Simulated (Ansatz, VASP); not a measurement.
## One calculation of H, two programs

```xyz
2
Lattice="11.0000 0.0000 0.0000 0.0000 11.5000 0.0000 0.0000 0.0000 12.0000" Properties=species:S:1:pos:R:3 pbc="T T T"
H     5.5000    5.7500    5.6250
H     5.5000    5.7500    6.3750
```

Alike in both runs: task relaxation of the atoms; functional PBE; k mesh 1 × 1 × 1; occupations gaussian, width 0.01 eV; no spin polarisation.

```csv
,VASP,Ansatz
version,VASP 6.6.1,Ansatz 0.2.0
potentials or method,"VASP PAW PBE potentials, release 64 (H), cutoff 450 eV","scalar-relativistic, plane waves, PAW"
valence electrons in the cell,2,2
```

|  | VASP | Ansatz | Ansatz less VASP |
| --- | --- | --- | --- |
| gap on the k mesh at the Fermi level, each at its own relaxed structure (eV) | 10.19 | 10.19 | -0.001 |
